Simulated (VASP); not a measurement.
A run of VASP 6.6.1 is set up as follows.

INCAR

```
SYSTEM = AlN
PREC     = Accurate       ! precision mode
ENCUT    = 520            ! plane-wave cutoff, eV
EDIFF    = 1E-6           ! SCF threshold, eV
ISMEAR   = -1             ! smearing method
SIGMA    = 0.05           ! smearing width, eV
LREAL    = .False.        ! projectors in reciprocal space
LASPH    = .True.         ! aspherical terms in the spheres
NELM     = 100            ! most SCF steps
ALGO     = Normal         ! electronic algorithm
ISIF     = 2              ! what is computed and relaxed
LWAVE    = .False.        ! write WAVECAR
LCHARG   = .False.        ! write CHGCAR
GGA      = PE             ! functional
ALDAC    = 0.0          
AGGAC    = 0.0          
NBANDS   = 16             ! bands
```

File KPOINTS:

```
regular mesh
0
Gamma
  10 10 6
  0 0 0
```

POSCAR

```
AlN
1.0
    3.1740547162      0.0000000000      0.0000000000
   -1.5870273581      2.7488120173      0.0000000000
    0.0000000000      0.0000000000      5.0786914685
Al N
2 2
Direct
    0.6666666667      0.3333333333      0.5000000000
    0.3333333333      0.6666666667      0.0000000000
    0.6666666667      0.3333333333      0.8800000000
    0.3333333333      0.6666666667      0.3800000000
```

Potentials or basis: VASP PAW PBE potentials, release 64 (Al, N).

Command:

```sh
$ cat potpaw_PBE.64/Al/POTCAR potpaw_PBE.64/N/POTCAR > POTCAR
$ mpirun -np 1 vasp_std > vasp.out
```

Estimate the pressure.

6.1 GPa.

Predict the band gap on the k mesh.

4.01 eV.

Predict the largest force.

0.082 eV/Å.

Forces on the atoms (eV/Å):
```
Al   0.000  0.000 -0.082
Al   0.000  0.000 -0.082
N    0.000  0.000  0.082
N    0.000  0.000  0.082
```

Caveat: the cell stands under pressure. A k mesh can miss the band edges.
